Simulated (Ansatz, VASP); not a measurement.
## Two plane-wave programs on H6C2O

```
C O H
1.0
    15.06449    0.00000    0.00000
     0.00000   14.50000    0.00000
     0.00000    0.00000   15.00000
C O H
2 1 6
Direct
  0.57976 0.51637 0.49207
  0.42467 0.51072 0.49836
  0.49960 0.53094 0.44493
  0.58643 0.44377 0.51370
  0.58395 0.56098 0.55174
  0.63448 0.53336 0.44678
  0.42483 0.43795 0.52053
  0.36548 0.52320 0.45760
  0.42210 0.55529 0.55817
```

Alike in both runs: functional PBE; dispersion D3(BJ); k mesh 1 × 1 × 1; occupations gaussian, width 0.005 eV; no spin polarisation.

Ansatz relaxed the structure, and its values are those at the end. VASP's run is a single point on that final structure, the one shown.

```csv
,VASP,Ansatz
version,VASP 6.6.1,Ansatz 0.2.0
potentials or method,"VASP PAW PBE potentials, release 64 (C_h, O_h, H_h), cutoff 910 eV","scalar-relativistic, plane waves, PAW"
valence electrons in the cell,20,20
```

|  | VASP | Ansatz | Ansatz less VASP |
| --- | --- | --- | --- |
| gap on the k mesh at the Fermi level (eV) | 5.33 | 5.32 | -0.009 |
| rms of the force components (eV/Å) | 0.007 | 0.002 | -0.0046 |

Noted on VASP's run: the cutoff is short for stress, so the pressure is rough.
